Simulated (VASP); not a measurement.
The system is CdS.

```
Cd S
1.0
     4.43249    0.00000    0.00000
    -2.21624    3.83865    0.00000
     0.00000    0.00000    5.83080
Cd S
2 2
Direct
  0.33333 0.66667 0.25000
  0.66667 0.33333 0.75000
  0.66667 0.33333 0.25000
  0.33333 0.66667 0.75000
```

| Item | Value |
| --- | --- |
| Program | VASP 6.6.1 |
| Task | relaxation of cell and atoms |
| Functional | PBEsol |
| Potentials or basis | VASP PAW PBE potentials, release 64 (Cd, S) |
| Cutoff | 600 eV |
| k mesh | 6 × 6 × 4 |
| Occupations | fermi-dirac, width 0.02 eV |
| Spin | no spin polarisation |

At the start: pressure -2.7 GPa; volume 24.80 Å³/atom.

Problem. Where does the relaxation end?

Solution. Over 7 steps the energy falls by 10.4 meV/atom and the volume is 23.65 Å³/atom (-4.6 %); space group P6_3/mmc (No. 194, to 0.1 Å) before and after.

Step by step:
| step | energy change (eV) | largest force (eV/Å) | pressure (GPa) | volume (Å³) |
| --- | --- | --- | --- | --- |
| 1 | 0.0000 | 0.0000 | -2.72 | 99.21 |
| 2 | -0.0340 | 0.0000 | 1.10 | 93.30 |
| 3 | -0.0391 | 0.0000 | 0.00 | 94.79 |
| 4 | -0.0405 | 0.0000 | 0.01 | 94.69 |
| 5 | -0.0414 | 0.0000 | 0.04 | 94.50 |
| 6 | -0.0414 | 0.0000 | 0.04 | 94.50 |
| 7 | -0.0414 | 0.0000 | -0.03 | 94.60 |

Final structure:
```xyz
4
Lattice="4.3836 0.0000 0.0000 -2.1918 3.7963 0.0000 0.0000 0.0000 5.6845" Properties=species:S:1:pos:R:3 pbc="T T T"
Cd    0.0000    2.5309    1.4211
Cd    2.1918    1.2654    4.2634
S     2.1918    1.2654    1.4211
S     0.0000    2.5309    4.2634
```

Caveat: the PAW data sets were made with another functional, which shifts forces and pressure a little.
